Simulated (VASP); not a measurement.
# BaS (I4/mmm) in VASP: further runs

Runs on BaS. Level: PBEsol. Tasks: single point.

Everything below comes from runs of VASP 6.6.1. Logs are shortened: lines on timing, memory, paths and dates and some standing lists are left out, and cuts for length are marked.

### Step 1. The cell of the first run

Symmetry: I4/mmm, No. 139, tetragonal system. The conventional cell has a = 4.517 Å, b = 4.517 Å, c = 6.196 Å, α = 90.00°, β = 90.00°, γ = 90.00°. Within 4.1 Å of Ba (site symmetry 4/mmm) lie 6 S at 3.10 to 3.19 Å. S (site symmetry 4/mmm) has 6 Ba at 3.10 to 3.19 Å within 4.1 Å.

### Step 2. Single point, PBEsol (zz strain of -3 %)

Input file INCAR:

```
SYSTEM = BaS
ALGO = Normal
EDIFF = 1E-6
ENCUT = 520
GGA = PS
ISIF = 2
ISMEAR = -1
LASPH = .TRUE.
LCHARG = .FALSE.
LREAL = .FALSE.
LWAVE = .FALSE.
NBANDS = 15
NELM = 100
PREC = Accurate
SIGMA = 0.02
```

Input file KPOINTS:

```
k-points
0
G
  8 8 8
  0 0 0
```

Input file POSCAR:

```
BaS
1.0
    0.0000000000      3.1937500000      3.0979375000
    3.1937500000      0.0000000000      3.0979375000
    3.1937500000      3.1937500000      0.0000000000
Ba S
1 1
Direct
    0.0000000000      0.0000000000      0.0000000000
    0.5000000000      0.5000000000      0.5000000000
```

Potentials or basis: VASP PAW PBE potentials, release 64 (Ba_sv, S).

Started as:

```sh
$ cat potpaw_PBE.64/Ba_sv/POTCAR potpaw_PBE.64/S/POTCAR > POTCAR
$ mpirun -np 1 vasp_std > vasp.out
```

OUTCAR:

```text
SYSTEM = BaS
   EDIFF = 1E-6
   ENCUT = 520
   GGA = PS
   ISIF = 2
   ISMEAR = -1
   LASPH = .TRUE.
   LREAL = .FALSE.
   NELM = 100
   PREC = Accurate

 ion  position               nearest neighbor table
   1  0.000  0.000  0.000-   2 3.10   2 3.10   2 3.19   2 3.19   2 3.19   2 3.19
   2  0.500  0.500  0.500-   1 3.10   1 3.10   1 3.19   1 3.19   1 3.19   1 3.19

  LATTYP: Found a body centered tetragonal cell.
 ALAT       =     4.5166445648
 C/A-ratio  =     1.3717871555

  Lattice vectors:

 A1 = (   0.0000000000,  -3.1937500000,  -3.0979375000)
 A2 = (   0.0000000000,   3.1937500000,  -3.0979375000)
 A3 = (   3.1937500000,   0.0000000000,   3.0979375000)

Analysis of symmetry for initial positions (statically):
=====================================================================
 Subroutine PRICEL returns:
 Original cell was already a primitive cell.

 Routine SETGRP: Setting up the symmetry group for a
 body centered tetragonal supercell.

 Subroutine GETGRP returns: Found 16 space group operations
 (whereof 16 operations were pure point group operations)
 out of a pool of 16 trial point group operations.

The static configuration has the point symmetry D_4h.

Analysis of symmetry for dynamics (positions and initial velocities):
=====================================================================
 Subroutine PRICEL returns:
 Original cell was already a primitive cell.

 Routine SETGRP: Setting up the symmetry group for a
 body centered tetragonal supercell.

 Subroutine GETGRP returns: Found 16 space group operations
 (whereof 16 operations were pure point group operations)
 out of a pool of 16 trial point group operations.

The dynamic configuration has the point symmetry D_4h.

 Subroutine INISYM returns: Found 16 space group operations
 (whereof 16 operations are pure point group operations),
 and found     1 'primitive' translations

----------------------------------------------------------------------------------------

                                     Primitive cell

  volume of cell :      63.1982

  direct lattice vectors                    reciprocal lattice vectors
     0.000000000  3.193750000  3.097937500    -0.156555773  0.156555773  0.161397704
     3.193750000  0.000000000  3.097937500     0.156555773 -0.156555773  0.161397704
     3.193750000  3.193750000  0.000000000     0.156555773  0.156555773 -0.161397704

  length of vectors
     4.449410727  4.449410727  4.516644565     0.273986567  0.273986567  0.273986567

  position of ions in fractional coordinates (direct lattice)
     0.000000000  0.000000000  0.000000000
     0.500000000  0.500000000  0.500000000

  ion indices of the primitive-cell ions
   primitive index   ion index
                 1           1
                 2           2

----------------------------------------------------------------------------------------

 KPOINTS: k-points

Automatic generation of k-mesh.
 Grid dimensions read from file:
 generate k-points for:    8    8    8

 Generating k-lattice:

  Cartesian coordinates                     Fractional coordinates (reciprocal lattice)
    -0.019569472  0.019569472  0.020174713     0.125000000 -0.000000000  0.000000000
     0.019569472 -0.019569472  0.020174713    -0.000000000  0.125000000  0.000000000
     0.019569472  0.019569472 -0.020174713     0.000000000  0.000000000  0.125000000

  Length of vectors
     0.034248321  0.034248321  0.034248321

  Shift w.r.t. Gamma in fractional coordinates (k-lattice)
     0.000000000  0.000000000  0.000000000

 Subroutine IBZKPT returns following result:
 ===========================================

 Found     59 irreducible k-points:

 Following reciprocal coordinates:
            Coordinates               Weight
  0.000000  0.000000  0.000000      1.000000
  0.125000 -0.000000  0.000000      8.000000
  0.250000 -0.000000  0.000000      8.000000
  0.375000 -0.000000  0.000000      8.000000
  0.500000 -0.000000  0.000000      4.000000
  0.125000  0.125000  0.000000      2.000000
[... 16 lines left out ...]
  0.250000 -0.000000  0.125000     16.000000
  0.375000 -0.000000  0.125000     16.000000
 [... further k-points ...]
   k-points           NKPTS =     59   k-points in BZ     NKDIM =     59   number of bands    NBANDS=     15
   number of dos      NEDOS =    301   number of ions     NIONS =      2
   total plane-waves  NPLWV =  46656
   dimension x,y,z NGX =    36 NGY =   36 NGZ =   36
   dimension x,y,z NGXF=    72 NGYF=   72 NGZF=   72
   ions per type =               1   1
   NGX,Y,Z   is equivalent  to a cutoff of  13.45, 13.45, 13.25 a.u.
   NGXF,Y,Z  is equivalent  to a cutoff of  26.90, 26.90, 26.50 a.u.
 SYSTEM =  BaS
   PREC   = accura    normal or accurate (medium, high low for compatibility)
   ISTART =      0    job   : 0-new  1-cont  2-samecut
   ICHARG =      2    charge: 1-file 2-atom 10-const
   ISPIN  =      1    spin polarized calculation?
   LNONCOLLINEAR =      F non collinear calculations
   LSORBIT =      F    spin-orbit coupling
   LASPH  =      T    aspherical Exc in radial PAW
   ENCUT  =  520.0 eV  38.22 Ry    6.18 a.u.   8.27  8.27  8.40*2*pi/ulx,y,z
   NELM   =    100;   NELMIN=  2; NELMDL= -5     # of ELM steps
   EDIFF  = 0.1E-05   stopping-criterion for ELM
   LREAL  =      F    real-space projection
   EDIFFG = 0.1E-04   stopping-criterion for IOM
   NSW    =      0    number of steps for IOM
   IBRION =     -1    ionic relax: 0-MD 1-quasi-New 2-CG
   NFREE  =      0    steps in history (QN), initial steepest desc. (CG)
   ISIF   =      2    stress and relaxation
   ISYM   =      2    0-nonsym 1-usesym 2-fastsym
   POTIM  = 0.5000    time-step for ionic-motion
   TEBEG  =    0.0;   TEEND  =   0.0 temperature during run
   PSTRESS=    0.0 pullay stress
   NELECT =      16.0000    total number of electrons
   NUPDOWN=      -1.0000    fix difference up-down
   EMIN   =  10.00;   EMAX   =-10.00  energy-range for DOS
   EFERMI =   0.00;   METHOD = LEGACY
   ISMEAR =    -1;   SIGMA  =   0.02  broadening in eV -4-tet -1-fermi 0-gaus
   EFERMI_NEDOS =   21; number of points for ismear=-14 and -15
   IALGO  =     38    algorithm
   IMIX   =      4    mixing-type and parameters
     AMIX     =   0.40;   BMIX     =  1.00
     AMIX_MAG =   1.60;   BMIX_MAG =  1.00
  volume/ion in A,a.u.               =      31.60       213.24
  Fermi-wavevector in a.u.,A,eV,Ry     =   1.035651  1.957096 14.593235  1.072573
  Thomas-Fermi vector in A             =   2.170004
   LORBIT       =      0    0 simple, 1 ext, 2 COOP (PROOUT), +10 PAW based schemes
   GGA     = PS    functional components
   LHFCALC =     F    Hartree Fock is set to
   AEXX    =    0.0000 exact exchange contribution
   IVDW    =     0    specifies the selected vdW correction
   LEPSILON=     F    determine dielectric tensor
   LRPA    =     F    only Hartree local field effects (RPA)
 non-spin polarized calculation
  energy-cutoff  :      520.00
  volume of cell :       63.20
 maximum number of plane-waves:      1727
 NGX is ok and might be reduce to    36
   NGX = 17   NGY = 17   NGZ = 17

 number of electron      15.9999999 magnetization

 Free energy of the ion-electron system (eV)
  ---------------------------------------------------
  ext. energy  EPLUGINS =         0.00000000
  ---------------------------------------------------
  free energy    TOTEN  =       -10.70360751 eV

  energy without entropy =      -10.70360751  energy(sigma->0) =      -10.70360751

 E-fermi :   2.0118     XC(G=0):  -8.9492

 val. band max:        1.5877341943   @ k =   0.0000   0.0000   0.0000
 cond. band min:       3.4131460923   @ k =   0.5000   0.5000   0.0000
 fundamental gap:      1.8254118979
 Fermi energy:         2.0118119399

 k-point     1 :       0.0000    0.0000    0.0000
  band No.  band energies     occupation
      1     -24.4361      2.00000
      2      -9.4858      2.00000
      3      -9.4718      2.00000
      4      -9.4718      2.00000
      5      -8.8989      2.00000
      6       1.4656      2.00000
      7       1.4656      2.00000
      8       1.5877      2.00000
      9       5.0158      0.00000
     10       5.2151      0.00000
     11       5.2151      0.00000
     12       5.4392      0.00000
     13       6.1794      0.00000
     14       6.4226      0.00000
     15      10.0703      0.00000

 k-point     2 :       0.1250   -0.0000    0.0000
  band No.  band energies     occupation
      1     -24.4284      2.00000
      2      -9.8651      2.00000
      3      -9.4841      2.00000
      4      -9.4808      2.00000
      5      -8.4970      2.00000
      6       1.0568      2.00000
      7       1.2446      2.00000
      8       1.3139      2.00000
      9       5.2627      0.00000
     10       5.4710      0.00000
     11       5.5945      0.00000
     12       5.6668      0.00000
     13       6.6473      0.00000
     14       6.9325      0.00000
     15      10.7318      0.00000

 k-point     3 :       0.2500   -0.0000    0.0000
  band No.  band energies     occupation
      1     -24.4094      2.00000
      2     -10.3487      2.00000
      3      -9.5022      2.00000
      4      -9.4938      2.00000
      5      -7.9760      2.00000
      6       0.2758      2.00000
      7       0.8125      2.00000
      8       0.8371      2.00000
      9       5.5182      0.00000
     10       6.1828      0.00000
     11       6.2567      0.00000
     12       6.8604      0.00000
     13       7.8175      0.00000
     14       8.1792      0.00000
     15      12.1124      0.00000
[... 343 lines left out ...]
 k-point    23 :       0.2500   -0.0000    0.1250
  band No.  band energies     occupation
      1     -24.4114      2.00000
      2     -10.1875      2.00000
      3      -9.5387      2.00000
      4      -9.5215      2.00000
      5      -8.1551      2.00000
      6       0.2580      2.00000
      7       1.0910      2.00000
      8       1.2237      2.00000
      9       4.7740      0.00000
     10       6.2160      0.00000
     11       6.4529      0.00000
     12       6.6272      0.00000
     13       7.1521      0.00000
     14       8.5431      0.00000
     15      12.0626      0.00000

 k-point    24 :       0.3750   -0.0000    0.1250
  band No.  band energies     occupation
      1     -24.3924      2.00000
      2     -10.5204      2.00000
      3      -9.5521      2.00000
      4      -9.5483      2.00000
      5      -7.8226      2.00000
      6      -0.0951      2.00000
      7       0.6222      2.00000
      8       0.7889      2.00000
      9       5.2508      0.00000
     10       7.2149      0.00000
     11       7.3901      0.00000
     12       7.4841      0.00000
     13       8.3904      0.00000
     14       9.5981      0.00000
     15      11.6724      0.00000

 [... further k-points ...]

------------------------ aborting loop because EDIFF is reached ----------------------------------------

  FORCE on cell =-STRESS in cart. coord.  units (eV):
  Direction    XX          YY          ZZ          XY          YZ          ZX
  --------------------------------------------------------------------------------------
  -------------------------------------------------------------------------------------
  Total       -0.0112316     -0.0112316      1.2264748      0.0000000      0.0000000      0.0000000
  in kB       -0.2847385     -0.2847385     31.0931505      0.0000000      0.0000000      0.0000000
  external PRESSURE =      10.1745578 kB  Pullay stress =       0.0000000 kB

 VOLUME and BASIS-vectors are now :
 -----------------------------------------------------------------------------
  energy-cutoff  :      520.00
  volume of cell :       63.20
      direct lattice vectors                 reciprocal lattice vectors
     0.000000000  3.193750000  3.097937500    -0.156555773  0.156555773  0.161397704
     3.193750000  0.000000000  3.097937500     0.156555773 -0.156555773  0.161397704
     3.193750000  3.193750000  0.000000000     0.156555773  0.156555773 -0.161397704

 POSITION                                       TOTAL-FORCE (eV/Angst)
 -----------------------------------------------------------------------------------
      0.00000      0.00000      0.00000         0.000000      0.000000      0.000000
      3.19375      3.19375      3.09794        -0.000000     -0.000000     -0.000000
 -----------------------------------------------------------------------------------
    total drift:                                0.000000      0.000000      0.000000

  FREE ENERGIE OF THE ION-ELECTRON SYSTEM (eV)
  ---------------------------------------------------
  free  energy   TOTEN  =       -10.7036075051 eV

  energy  without entropy=      -10.7036075051  energy(sigma->0) =      -10.70360751
```

Wall time 53 s (1 thread of Intel Xeon Platinum 8259CL at 2.50GHz (Skylake/Cascade Lake), shared host); peak memory 0.23 GiB.

What came out:

```
Free energy            : -10.7036 eV
Pressure               : 1.0 GPa
Band gap on the k mesh : 1.83 eV (least direct gap 1.96 eV)
```

Levels at points of the mesh, in eV from the valence-band top:
| k point | band 5 | band 6 | band 7 | band 8 | band 9 | band 10 | band 11 | band 12 |
| --- | --- | --- | --- | --- | --- | --- | --- | --- |
| (0.00, 0.00, 0.00) | -10.49 | -0.12 | -0.12 | 0.00 | 3.43 | 3.63 | 3.63 | 3.85 |
| (0.50, 0.00, 0.00) | -9.05 | -2.15 | -1.26 | -1.25 | 5.49 | 5.53 | 6.26 | 6.34 |
| (0.50, 0.50, 0.00) | -10.40 | -0.46 | -0.25 | -0.25 | 1.83 | 5.95 | 6.04 | 7.53 |
| (0.50, 0.00, 0.50) | -10.40 | -0.64 | -0.25 | -0.11 | 1.85 | 5.75 | 6.16 | 7.44 |

Caveat: the cell differs from its parent crystal (zz strain of -3 %); the PAW data sets were made with another functional, which shifts forces and pressure a little; spin-orbit coupling is left out, which moves the levels of the heavy elements.

### Step 3. Single point, PBEsol (equal xx and yy strain of +3 %)

Input file INCAR:

```
SYSTEM = BaS
ALGO = Normal
EDIFF = 1E-7
ENCUT = 520
GGA = PS
ISIF = 2
ISMEAR = -1
LASPH = .True.
LCHARG = .False.
LREAL = .False.
LWAVE = .False.
NBANDS = 15
NELM = 100
PREC = Accurate
SIGMA = 0.02
```

Input file KPOINTS:

```
k-points
0
Gamma
  8 8 8
  0 0 0
```

Input file POSCAR:

```
BaS
1.0
    0.0000000000      3.2895625000      3.1937500000
    3.2895625000      0.0000000000      3.1937500000
    3.2895625000      3.2895625000      0.0000000000
Ba S
1 1
Direct
    0.0000000000      0.0000000000      0.0000000000
    0.5000000000      0.5000000000      0.5000000000
```

Potentials or basis: VASP PAW PBE potentials, release 64 (Ba_sv, S).

Started as:

```sh
$ cat potpaw_PBE.64/Ba_sv/POTCAR potpaw_PBE.64/S/POTCAR > POTCAR
$ mpirun -np 1 vasp_std > vasp.out
```

Wall time 46 s (1 thread of Intel Xeon Platinum 8259CL at 2.50GHz (Skylake/Cascade Lake), shared host); peak memory 0.24 GiB.

The run converged. Its results:

- Free energy: -10.6682 eV
- Pressure: -2.7 GPa
- Band gap on the k mesh: 2.01 eV (least direct gap 2.19 eV)

Stress tensor (GPa, compression positive):
```
-3.31  0.00  0.00
 0.00 -3.31  0.00
 0.00  0.00 -1.44
```

Levels at points of the mesh, in eV from the valence-band top:
```csv
k point,band 6,band 7,band 8,band 9,band 10,band 11
"(0.00, 0.00, 0.00)",-0.08,-0.08,0.00,3.05,3.65,3.65
"(0.50, 0.00, 0.00)",-1.93,-1.07,-1.05,5.21,5.28,5.96
"(0.50, 0.50, 0.00)",-0.56,-0.26,-0.26,2.01,5.53,5.74
"(0.50, 0.00, 0.50)",-0.70,-0.25,-0.16,2.03,5.42,5.78
```

Caveat: the cell differs from its parent crystal (equal xx and yy strain of +3 %); the PAW data sets were made with another functional, which shifts forces and pressure a little; spin-orbit coupling is left out, which moves the levels of the heavy elements.
